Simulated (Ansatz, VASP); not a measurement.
## Si2W: VASP beside Ansatz

The input INCAR:

```
PREC = Accurate
ENCUT = 520
EDIFF = 1E-6
ISMEAR = 0
SIGMA = 0.03
LREAL = F
LASPH = T
NELM = 100
ALGO = Normal
ISIF = 2
LWAVE = F
LCHARG = F
GGA = PE
NBANDS = 43
```

The input KPOINTS:

```
regular mesh
0
Gamma
  9 9 6
```

The input POSCAR:

```
Si2W
1.0
    4.6392971011      0.0000000000      0.0000000000
   -2.3196485506      4.0177491452      0.0000000000
    0.0000000000      0.0000000000      6.5757397110
Si W
6 3
Direct
    0.8300872726      0.6601745453      0.5000000000
    0.1699127274      0.8300872726      0.8333333333
    0.6601745453      0.8300872726      0.1666666667
    0.1699127274      0.3398254547      0.5000000000
    0.8300872726      0.1699127274      0.8333333333
    0.3398254547      0.1699127274      0.1666666667
    0.0000000000      0.5000000000      0.1666666667
    0.5000000000      0.5000000000      0.8333333333
    0.5000000000      0.0000000000      0.5000000000
```

Input for Ansatz:

```yaml
crystal:
  lattice:
    - [4.6392971011, 0.0, 0.0]
    - [-2.3196485506, 4.0177491452, 0.0]
    - [0.0, 0.0, 6.575739711]
  atoms:
    - { symbol: Si, position: [0.8300872726, 0.6601745453, 0.5] }
    - { symbol: Si, position: [0.1699127274, 0.8300872726, 0.8333333333] }
    - { symbol: Si, position: [0.6601745453, 0.8300872726, 0.1666666667] }
    - { symbol: Si, position: [0.1699127274, 0.3398254547, 0.5] }
    - { symbol: Si, position: [0.8300872726, 0.1699127274, 0.8333333333] }
    - { symbol: Si, position: [0.3398254547, 0.1699127274, 0.1666666667] }
    - { symbol: W, position: [0.0, 0.5, 0.1666666667] }
    - { symbol: W, position: [0.5, 0.5, 0.8333333333] }
    - { symbol: W, position: [0.5, 0.0, 0.5] }
basis:
  ecutwfc: 420
kpoints:
  mp_grid: { grid: [9, 9, 6] }
hamiltonian:
  xc: pbe
  pseudopotentials: { kind: paw, azcp: { folder: soft_1 } }
scf:
  occupations: { method: gaussian, width: 0.03 }
output:
  forces: true
  stress: true
  eigenvalues: true
```

Alike in both runs: task single point; functional PBE; k mesh 9 × 9 × 6; occupations gaussian, width 0.03 eV; no spin polarisation.

```csv
,VASP,Ansatz
version,VASP 6.6.1,Ansatz 0.2.0
potentials or method,"VASP PAW PBE potentials, release 64 (Si, W_sv), cutoff 520 eV","scalar-relativistic, plane waves, PAW"
valence electrons in the cell,66,66
```

|  | VASP | Ansatz | Ansatz less VASP |
| --- | --- | --- | --- |
| gap on the k mesh at the Fermi level (eV) | 0.16 | 0.16 | 0.000 |
| least direct gap on the mesh (eV) | 0.59 | 0.59 | 0.000 |
| pressure (GPa) | 1.0 | 0.9 | -0.03 |
| traceless stress, the component that is largest in VASP (GPa) | 3.20 | 3.20 | -0.005 |
| rms of the force components (eV/Å) | 0.379 | 0.378 | -0.0015 |

Atom by atom the forces differ by 0.001 eV/Å (rms over components).

Neither program's run includes spin-orbit coupling.
